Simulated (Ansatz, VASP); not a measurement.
One calculation of Cs, two programs

INCAR

```
  PREC = Accurate
  ENCUT = 520
  EDIFF = 1E-7
  ISMEAR = 0
  SIGMA = 0.1
  LREAL = False
  LASPH = True
  NELM = 60
  ALGO = Fast
  ISIF = 2
  LWAVE = False
  LCHARG = False
  GGA = PE
  NBANDS = 26
```

KPOINTS

```
Automatic mesh
0
Gamma
  2 2 4
```

The input POSCAR:

```
Cs
1.0
   10.0771731500      0.0000000000      0.0000000000
    0.0000000000     10.0771731500      0.0000000000
    0.0000000000      0.0000000000      4.5439089700
Cs
4
Direct
    0.7410428400      0.2589571600      0.5000000000
    0.2589571600      0.7410428400      0.5000000000
    0.7410428400      0.7410428400      0.5000000000
    0.2589571600      0.2589571600      0.5000000000
```

Input for Ansatz:

```yaml
crystal:
  lattice:
    - [10.07717315, 0.0, 0.0]
    - [0.0, 10.07717315, 0.0]
    - [0.0, 0.0, 4.54390897]
  atoms:
    - { symbol: Cs, position: [0.74104284, 0.25895716, 0.5] }
    - { symbol: Cs, position: [0.25895716, 0.74104284, 0.5] }
    - { symbol: Cs, position: [0.74104284, 0.74104284, 0.5] }
    - { symbol: Cs, position: [0.25895716, 0.25895716, 0.5] }
basis:
  ecutwfc: 420
kpoints:
  mp_grid: { grid: [2, 2, 4] }
hamiltonian:
  xc: pbe
scf:
  occupations: { method: gaussian, width: 0.1 }
  lower_state_search: "off"
output:
  forces: true
  stress: true
  eigenvalues: true
```

Alike in both runs: task single point; functional PBE; k mesh 2 × 2 × 4; occupations gaussian, width 0.1 eV; no spin polarisation.

|  | VASP | Ansatz |
| --- | --- | --- |
| version | VASP 6.6.1 | Ansatz 0.2.0 |
| potentials or method | VASP PAW PBE potentials, release 64 (Cs_sv), cutoff 520 eV | scalar-relativistic, plane waves, PAW |
| valence electrons in the cell | 36 | 36 |

|  | VASP | Ansatz | Ansatz less VASP |
| --- | --- | --- | --- |
| gap on the k mesh at the Fermi level (eV) | none | none | - |
| pressure (GPa) | 0.2 | 0.2 | +0.01 |
| traceless stress, the component that is largest in VASP (GPa) | 0.47 | 0.47 | -0.001 |
| rms of the force components (eV/Å) | 0.045 | 0.045 | -0.0002 |

Atom by atom the forces differ by 0.000 eV/Å (rms over components). A gap of «none» marks a metal or a gap that the smearing closes.

Spin-orbit coupling is off throughout.
